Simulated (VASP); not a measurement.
# AlCo (Pm-3m) in VASP: single point with PBE

Aim: the single point of AlCo with PBE.

Program: VASP 6.6.1. These are calculated values, not measurements. Logs are shortened: lines on timing, memory, paths and dates and some standing lists are left out, and cuts for length are marked.

## Step 1: The cell of the first run

The structure is cubic, space group Pm-3m (No. 221). The conventional cell has a = 2.819 Å, b = 2.819 Å, c = 2.819 Å, α = 90.00°, β = 90.00°, γ = 90.00°. Al (site symmetry m-3m) has 8 Co at 2.44 Å and 6 Al at 2.82 Å within 3.2 Å. Within 3.2 Å of Co (site symmetry m-3m) lie 8 Al at 2.44 Å and 6 Co at 2.82 Å.

## Step 2: Single point, PBE, collinear spin, ferromagnetic start

Input file INCAR:

```
SYSTEM = AlCo
  PREC = Accurate
  ENCUT = 520
  EDIFF = 1E-7
  ISMEAR = -1
  SIGMA = 0.15
  LREAL = .FALSE.
  LASPH = .TRUE.
  NELM = 150
  ALGO = Normal
  ISIF = 2
  LWAVE = .FALSE.
  LCHARG = .FALSE.
  ISPIN = 2
  MAGMOM = 0 1.8
  LORBIT = 11
  LMAXMIX = 4
  GGA = PE
  NBANDS = 17
```

Input file KPOINTS:

```
Automatic mesh
0
G
  12 12 12
  0 0 0
```

Input file POSCAR:

```
AlCo
1.0
    2.8194032100      0.0000000000      0.0000000000
    0.0000000000      2.8194032100      0.0000000000
    0.0000000000      0.0000000000      2.8194032100
Al Co
1 1
Direct
    0.0000000000      0.0000000000      0.0000000000
    0.5000000000      0.5000000000      0.5000000000
```

Potentials or basis: VASP PAW PBE potentials, release 64 (Al, Co).

Started as:

```sh
$ cat potpaw_PBE.64/Al/POTCAR potpaw_PBE.64/Co/POTCAR > POTCAR
$ mpirun -np 1 vasp_std > vasp.out
```

OUTCAR:

```text
SYSTEM = AlCo
   PREC = Accurate
   ENCUT = 520
   EDIFF = 1E-7
   ISMEAR = -1
   LREAL = .FALSE.
   LASPH = .TRUE.
   NELM = 150
   ISIF = 2
   ISPIN = 2
   LORBIT = 11
   GGA = PE

 ion  position               nearest neighbor table
   1  0.000  0.000  0.000-   2 2.44   2 2.44   2 2.44   2 2.44   2 2.44   2 2.44   2 2.44   2 2.44

   2  0.500  0.500  0.500-   1 2.44   1 2.44   1 2.44   1 2.44   1 2.44   1 2.44   1 2.44   1 2.44

  LATTYP: Found a simple cubic cell.
 ALAT       =     2.8194032100

  Lattice vectors:

 A1 = (   2.8194032100,   0.0000000000,   0.0000000000)
 A2 = (   0.0000000000,   2.8194032100,   0.0000000000)
 A3 = (   0.0000000000,   0.0000000000,   2.8194032100)

Analysis of symmetry for initial positions (statically):
=====================================================================
 Subroutine PRICEL returns:
 Original cell was already a primitive cell.

 Routine SETGRP: Setting up the symmetry group for a
 simple cubic supercell.

 Subroutine GETGRP returns: Found 48 space group operations
 (whereof 48 operations were pure point group operations)
 out of a pool of 48 trial point group operations.

The static configuration has the point symmetry O_h .

Analysis of symmetry for dynamics (positions and initial velocities):
=====================================================================
 Subroutine PRICEL returns:
 Original cell was already a primitive cell.

 Routine SETGRP: Setting up the symmetry group for a
 simple cubic supercell.

 Subroutine GETGRP returns: Found 48 space group operations
 (whereof 48 operations were pure point group operations)
 out of a pool of 48 trial point group operations.

The dynamic configuration has the point symmetry O_h .

Analysis of structural, dynamic, and magnetic symmetry:
=====================================================================
 Subroutine PRICEL returns:
 Original cell was already a primitive cell.

 Routine SETGRP: Setting up the symmetry group for a
 simple cubic supercell.

 Subroutine GETGRP returns: Found 48 space group operations
 (whereof 48 operations were pure point group operations)
 out of a pool of 48 trial point group operations.

The overall configuration has the point symmetry O_h .

 Subroutine INISYM returns: Found 48 space group operations
 (whereof 48 operations are pure point group operations),
 and found     1 'primitive' translations

----------------------------------------------------------------------------------------

                                     Primitive cell

  volume of cell :      22.4115

  direct lattice vectors                    reciprocal lattice vectors
     2.819403210  0.000000000  0.000000000     0.354684990  0.000000000  0.000000000
     0.000000000  2.819403210  0.000000000     0.000000000  0.354684990  0.000000000
     0.000000000  0.000000000  2.819403210     0.000000000  0.000000000  0.354684990

  length of vectors
     2.819403210  2.819403210  2.819403210     0.354684990  0.354684990  0.354684990

  position of ions in fractional coordinates (direct lattice)
     0.000000000  0.000000000  0.000000000
     0.500000000  0.500000000  0.500000000

  ion indices of the primitive-cell ions
   primitive index   ion index
                 1           1
                 2           2

----------------------------------------------------------------------------------------

 KPOINTS: Automatic mesh

Automatic generation of k-mesh.
 Grid dimensions read from file:
 generate k-points for:   12   12   12

 Generating k-lattice:

  Cartesian coordinates                     Fractional coordinates (reciprocal lattice)
     0.029557083  0.000000000  0.000000000     0.083333333  0.000000000  0.000000000
     0.000000000  0.029557083  0.000000000     0.000000000  0.083333333  0.000000000
     0.000000000  0.000000000  0.029557083     0.000000000  0.000000000  0.083333333

  Length of vectors
     0.029557083  0.029557083  0.029557083

  Shift w.r.t. Gamma in fractional coordinates (k-lattice)
     0.000000000  0.000000000  0.000000000

 Subroutine IBZKPT returns following result:
 ===========================================

 Found     84 irreducible k-points:

 Following reciprocal coordinates:
            Coordinates               Weight
  0.000000  0.000000  0.000000      1.000000
  0.083333  0.000000  0.000000      6.000000
  0.166667  0.000000  0.000000      6.000000
  0.250000  0.000000  0.000000      6.000000
  0.333333  0.000000  0.000000      6.000000
  0.416667  0.000000  0.000000      6.000000
[... 16 lines left out ...]
  0.333333  0.333333  0.000000     12.000000
  0.416667  0.333333  0.000000     24.000000
 [... further k-points ...]
   k-points           NKPTS =     84   k-points in BZ     NKDIM =     84   number of bands    NBANDS=     17
   number of dos      NEDOS =    301   number of ions     NIONS =      2
   total plane-waves  NPLWV =  13824
   dimension x,y,z NGX =    24 NGY =   24 NGZ =   24
   dimension x,y,z NGXF=    48 NGYF=   48 NGZF=   48
   ions per type =               1   1
   NGX,Y,Z   is equivalent  to a cutoff of  14.15, 14.15, 14.15 a.u.
   NGXF,Y,Z  is equivalent  to a cutoff of  28.30, 28.30, 28.30 a.u.
 SYSTEM =  AlCo
   PREC   = accura    normal or accurate (medium, high low for compatibility)
   ISTART =      0    job   : 0-new  1-cont  2-samecut
   ICHARG =      2    charge: 1-file 2-atom 10-const
   ISPIN  =      2    spin polarized calculation?
   LNONCOLLINEAR =      F non collinear calculations
   LSORBIT =      F    spin-orbit coupling
   LASPH  =      T    aspherical Exc in radial PAW
   ENCUT  =  520.0 eV  38.22 Ry    6.18 a.u.   5.24  5.24  5.24*2*pi/ulx,y,z
   NELM   =    150;   NELMIN=  2; NELMDL= -5     # of ELM steps
   EDIFF  = 0.1E-06   stopping-criterion for ELM
   LREAL  =      F    real-space projection
   EDIFFG = 0.1E-05   stopping-criterion for IOM
   NSW    =      0    number of steps for IOM
   IBRION =     -1    ionic relax: 0-MD 1-quasi-New 2-CG
   NFREE  =      0    steps in history (QN), initial steepest desc. (CG)
   ISIF   =      2    stress and relaxation
   ISYM   =      2    0-nonsym 1-usesym 2-fastsym
   POTIM  = 0.5000    time-step for ionic-motion
   TEBEG  =    0.0;   TEEND  =   0.0 temperature during run
   PSTRESS=    0.0 pullay stress
   NELECT =      12.0000    total number of electrons
   NUPDOWN=      -1.0000    fix difference up-down
   EMIN   =  10.00;   EMAX   =-10.00  energy-range for DOS
   EFERMI =   0.00;   METHOD = LEGACY
   ISMEAR =    -1;   SIGMA  =   0.15  broadening in eV -4-tet -1-fermi 0-gaus
   EFERMI_NEDOS =   21; number of points for ismear=-14 and -15
   IALGO  =     38    algorithm
   IMIX   =      4    mixing-type and parameters
     AMIX     =   0.40;   BMIX     =  1.00
     AMIX_MAG =   1.60;   BMIX_MAG =  1.00
  volume/ion in A,a.u.               =      11.21        75.62
  Fermi-wavevector in a.u.,A,eV,Ry     =   1.329366  2.512138 24.044423  1.767215
  Thomas-Fermi vector in A             =   2.458534
   LORBIT       =     11    0 simple, 1 ext, 2 COOP (PROOUT), +10 PAW based schemes
   GGA     = PE    functional components
   LHFCALC =     F    Hartree Fock is set to
   AEXX    =    0.0000 exact exchange contribution
   IVDW    =     0    specifies the selected vdW correction
   LEPSILON=     F    determine dielectric tensor
   LRPA    =     F    only Hartree local field effects (RPA)
 spin polarized calculation
  energy-cutoff  :      520.00
  volume of cell :       22.41
 maximum number of plane-waves:       624
 NGX is ok and might be reduce to    24
   NGX = 11   NGY = 11   NGZ = 11

 number of electron      11.9999996 magnetization      -0.0046529

 number of electron      11.9999996 magnetization       0.0000959

 Free energy of the ion-electron system (eV)
  ---------------------------------------------------
  ext. energy  EPLUGINS =         0.00000000
  ---------------------------------------------------
  free energy    TOTEN  =       -12.00436329 eV

  energy without entropy =      -11.93926551  energy(sigma->0) =      -11.97181440

 E-fermi :  10.9376     XC(G=0): -12.4234

 val. band max:       10.9073462562   @ k =   0.5000   0.4167   0.0833
 cond. band min:      11.0108705670   @ k =   0.4167   0.4167   0.0000
 fundamental gap:      0.1035243108
 Fermi energy:        10.9376486537

 spin component 1

 k-point     1 :       0.0000    0.0000    0.0000
  band No.  band energies     occupation
      1      -0.2803      1.00000
      2       7.9092      1.00000
      3       7.9092      1.00000
      4      10.1352      0.99527
      5      10.1352      0.99527
      6      10.1352      0.99527
[... 9 lines left out ...]
     16      34.9899      0.00000
     17      34.9899      0.00000
[... 441 lines left out ...]
 k-point    24 :       0.4167    0.3333    0.0000
  band No.  band energies     occupation
      1       4.5308      1.00000
      2       6.7412      1.00000
      3       8.3365      1.00000
      4       8.9445      1.00000
      5       9.4291      0.99996
      6       9.6111      0.99986
[... 9 lines left out ...]
     16      33.6577      0.00000
     17      33.8189      0.00000

 [... further k-points ...]

 spin component 2

 k-point     1 :       0.0000    0.0000    0.0000
  band No.  band energies     occupation
      1      -0.2803      1.00000
      2       7.9093      1.00000
      3       7.9093      1.00000
      4      10.1353      0.99527
      5      10.1353      0.99527
      6      10.1353      0.99527
[... 9 lines left out ...]
     16      34.9899      0.00000
     17      34.9899      0.00000
[... 441 lines left out ...]
 k-point    24 :       0.4167    0.3333    0.0000
  band No.  band energies     occupation
      1       4.5308      1.00000
      2       6.7412      1.00000
      3       8.3365      1.00000
      4       8.9447      1.00000
      5       9.4292      0.99996
      6       9.6112      0.99986
[... 9 lines left out ...]
     16      33.6578      0.00000
     17      33.8189      0.00000

 [... further k-points ...]
[... 5 lines left out ...]
  --------------------------------------------------------------------------------------
  -------------------------------------------------------------------------------------
  Total        0.9742420      0.9742420      0.9742420     -0.0000000      0.0000000     -0.0000000
  in kB       69.6475535     69.6475535     69.6475535     -0.0000000      0.0000000     -0.0000000
  external PRESSURE =      69.6475535 kB  Pullay stress =       0.0000000 kB

 VOLUME and BASIS-vectors are now :
 -----------------------------------------------------------------------------
  energy-cutoff  :      520.00
  volume of cell :       22.41
      direct lattice vectors                 reciprocal lattice vectors
     2.819403210  0.000000000  0.000000000     0.354684990  0.000000000  0.000000000
     0.000000000  2.819403210  0.000000000     0.000000000  0.354684990  0.000000000
     0.000000000  0.000000000  2.819403210     0.000000000  0.000000000  0.354684990

 POSITION                                       TOTAL-FORCE (eV/Angst)
 -----------------------------------------------------------------------------------
      0.00000      0.00000      0.00000         0.000000      0.000000      0.000000
      1.40970      1.40970      1.40970         0.000000      0.000000      0.000000
 -----------------------------------------------------------------------------------
    total drift:                                0.000000     -0.000000     -0.000000

  FREE ENERGIE OF THE ION-ELECTRON SYSTEM (eV)
  ---------------------------------------------------
  free  energy   TOTEN  =       -12.0043632889 eV

  energy  without entropy=      -11.9392655146  energy(sigma->0) =      -11.97181440

 total charge

# of ion       s       p       d       tot
------------------------------------------
    1        0.399   0.444   0.000   0.843
    2        0.448   0.534   7.531   8.513
--------------------------------------------------
tot          0.847   0.978   7.531   9.355

 magnetization (x)

# of ion       s       p       d       tot
------------------------------------------
    1       -0.000  -0.000   0.000  -0.000
    2        0.000  -0.000   0.000   0.000
--------------------------------------------------
tot         -0.000  -0.000   0.000   0.000
```

Wall time 54 s (1 thread of AMD EPYC 7R13 (Zen 3), shared host); peak memory 0.15 GiB.

What came out:

```yaml
Free_energy: -12.0044 eV
Pressure: 7.0 GPa
Band_gap_on_the_k_mesh: zero (filled and empty bands overlap)
Net_moment: 0.00 μB per cell
Valence_electrons_inside_the_program's_atomic_spheres: Al 0.84; Co 8.51
```

Caveat: the starting moments collapsed, and a magnetic state may lie lower.
